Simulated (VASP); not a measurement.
A run of VASP 6.6.1 is set up as follows.

POSCAR

```
PbSe
1.0
    3.7681577394      0.0000000000      0.0000000000
    0.0000000000      3.7681577394      0.0000000000
    0.0000000000      0.0000000000      3.7681577394
Pb Se
1 1
Direct
    0.0000000000      0.0000000000      0.0000000000
    0.5000000000      0.5000000000      0.5000000000
```

Contents of INCAR.step1:

```
SYSTEM = PbSe
PREC     = Accurate       ! precision mode
ENCUT    = 520            ! plane-wave cutoff, eV
ISMEAR   = -1             ! smearing method
SIGMA    = 0.02           ! smearing width, eV
LREAL    = .False.        ! projectors in reciprocal space
LASPH    = .True.         ! aspherical terms in the spheres
NELM     = 80             ! most SCF steps
NBANDS   = 17             ! bands
GGA      = PE             ! functional
ALGO     = Normal         ! electronic algorithm
EDIFF    = 1E-4           ! SCF threshold, eV
LWAVE    = .True.         ! write WAVECAR
LCHARG   = .False.        ! write CHGCAR
```

File INCAR.step2:

```
SYSTEM = PbSe
PREC     = Accurate       ! precision mode
ENCUT    = 520            ! plane-wave cutoff, eV
EDIFF    = 1E-7           ! SCF threshold, eV
ISMEAR   = -1             ! smearing method
SIGMA    = 0.02           ! smearing width, eV
LREAL    = .False.        ! projectors in reciprocal space
LASPH    = .True.         ! aspherical terms in the spheres
NELM     = 80             ! most SCF steps
ALGO     = Normal         ! electronic algorithm
ISIF     = 2              ! what is computed and relaxed
LWAVE    = .False.        ! write WAVECAR
LCHARG   = .False.        ! write CHGCAR
METAGGA  = R2SCAN         ! meta-GGA
LMIXTAU  = .True.       
NBANDS   = 17             ! bands
ISTART   = 1
```

The input KPOINTS:

```
regular mesh
0
Gamma
  6 6 6
  0 0 0
```

Potentials or basis: VASP PAW PBE potentials, release 64 (Pb_d, Se).

Launch:

```console
$ cat potpaw_PBE.64/Pb_d/POTCAR potpaw_PBE.64/Se/POTCAR > POTCAR
$ cp INCAR.step1 INCAR
$ mpirun -np 1 vasp_std > vasp.out
$ cp INCAR.step2 INCAR
$ mpirun -np 1 vasp_std > vasp.out
```

Problem. What does it give for the band gap on the k mesh?

Solution. Zero (band 10 reaches 5.45 eV, above the bottom of band 11 at 4.88 eV).

Problem. What does it give for the pressure?

Solution. 0.0 GPa.

Caveat: the PAW data sets were made with another functional, which shifts forces and pressure a little; spin-orbit coupling is left out, which moves the levels of the heavy elements.
